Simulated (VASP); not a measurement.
Here is a VASP 6.6.1 calculation.

INCAR

```
SYSTEM = KCdCO3F
PREC = Accurate ; ENCUT = 700
EDIFF = 1E-6 ; ISMEAR = 0
SIGMA = 0.1 ; LREAL = .False.
LASPH = .True. ; NELM = 120
ALGO = Normal ; ISIF = 2
LWAVE = .False. ; LCHARG = .False.
GGA = PE ; NBANDS = 38
GGA_COMPAT = .False.
```

File KPOINTS:

```
Automatic mesh
0
Gamma
  6 6 4
  0 0 0
```

Contents of POSCAR:

```
KCdCO3F
1.0
    5.1324000000      0.0000000000      0.0000000000
   -2.5662000000      4.4447887824      0.0000000000
    0.0000000000      0.0000000000      4.4324000000
K Cd C O F
1 1 1 3 1
Direct
    0.0000000000      0.0000000000      0.0000000000
    0.6666666667      0.3333333333      0.5000000000
    0.3333333333      0.6666666667      0.5000000000
    0.1925000000      0.3850000000      0.5000000000
    0.1925000000      0.8075000000      0.5000000000
    0.6150000000      0.8075000000      0.5000000000
    0.6666666667      0.3333333333      0.0000000000
```

Potentials or basis: VASP PAW PBE potentials, release 64 (K_sv, Cd_sv_GW, C, O, F).

Command:

```bash
$ cat potpaw_PBE.64/K_sv/POTCAR potpaw_PBE.64/Cd_sv_GW/POTCAR potpaw_PBE.64/C/POTCAR potpaw_PBE.64/O/POTCAR potpaw_PBE.64/F/POTCAR > POTCAR
$ mpirun -np 1 vasp_std > vasp.out
```

**Question.** Predict the band gap on the k mesh.

**Answer.** 1.71 eV.

**Question.** Estimate the pressure.

**Answer.** 6.5 GPa.

**Question.** Predict the largest force.

**Answer.** 3.440 eV/Å.

Forces on the atoms (eV/Å):
```
K    0.000  0.000  0.000
Cd   0.000  0.000  0.000
C    0.000  0.000  0.000
O    0.000 -3.440  0.000
O   -2.979  1.720  0.000
O    2.979  1.720  0.000
F    0.000  0.000  0.000
```

Caveat: the stress differs along the axes, from 1 to 9 GPa; forces of over 1 eV/Å act on the atoms, so gaps and moduli don't describe the material at rest. As with any semilocal functional, this PBE gap is likely too small.
